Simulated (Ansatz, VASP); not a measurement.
TaN: VASP beside Ansatz

Contents of INCAR:

```
SYSTEM = TaN
PREC     = Accurate       ! precision mode
ENCUT    = 520            ! plane-wave cutoff, eV
EDIFF    = 1E-6           ! SCF threshold, eV
ISMEAR   = 0              ! smearing method
SIGMA    = 0.15           ! smearing width, eV
LREAL    = .FALSE.        ! projectors in reciprocal space
LASPH    = .TRUE.         ! aspherical terms in the spheres
NELM     = 60             ! most SCF steps
ALGO     = Normal         ! electronic algorithm
ISIF     = 2              ! what is computed and relaxed
LWAVE    = .FALSE.        ! write WAVECAR
LCHARG   = .TRUE.         ! write CHGCAR
GGA      = PS             ! functional
LELF     = .TRUE.         ! ELF
LVHAR    = .TRUE.       
NBANDS   = 15             ! bands
```

Contents of KPOINTS:

```
regular mesh
0
G
  18 18 16
  0 0 0
```

Contents of POSCAR:

```
TaN
1.0
    2.9379988584      0.0000000000      0.0000000000
   -1.4689994292      2.5443816477      0.0000000000
    0.0000000000      0.0000000000      2.8830000000
Ta N
1 1
Direct
    0.3333333333      0.6666666667      0.5000000000
    0.0000000000      0.0000000000     -0.1040582726
```

Input for Ansatz:

```yaml
crystal:
  lattice:
    - [2.9379988584, 0.0, 0.0]
    - [-1.4689994292, 2.5443816477, 0.0]
    - [0.0, 0.0, 2.883]
  atoms:
    - { symbol: Ta, position: [0.3333333333, 0.6666666667, 0.5] }
    - { symbol: "N", position: [0.0, 0.0, -0.1040582726] }
basis:
  ecutwfc: 420
kpoints:
  mp_grid: { grid: [18, 18, 16] }
hamiltonian:
  xc: pbesol
scf:
  occupations: { method: gaussian, width: 0.15 }
output:
  forces: true
  stress: true
  eigenvalues: true
```

Change from the starting cell: all N atoms moved -0.300 Å, as atom 2 along Cartesian [0 0 1].

Alike in both runs: task single point; functional PBEsol; k mesh 18 × 18 × 16; occupations gaussian, width 0.15 eV; no spin polarisation.

|  | VASP | Ansatz |
| --- | --- | --- |
| version | VASP 6.6.1 | Ansatz 0.2.0 |
| potentials or method | VASP PAW PBE potentials, release 64 (Ta_pv, N), cutoff 520 eV | scalar-relativistic, plane waves, PAW |
| valence electrons in the cell | 16 | 18 |

|  | VASP | Ansatz | Ansatz less VASP |
| --- | --- | --- | --- |
| gap on the k mesh at the Fermi level (eV) | none | none | - |
| pressure (GPa) | 14.9 | 13.8 | -1.02 |
| traceless stress, the component that is largest in VASP (GPa) | -0.11 | -0.11 | 0.000 |
| rms of the force components (eV/Å) | 2.753 | 2.722 | -0.0303 |

VASP's potentials were made for PBE, not for PBEsol. Atom by atom the forces differ by 0.030 eV/Å (rms over components). A gap of «none» marks a metal or a gap that the smearing closes. VASP's potentials hold 16 valence electrons a cell and Ansatz's 18, so a difference there can come from the potentials and not from the codes.

Spin-orbit coupling is off throughout.
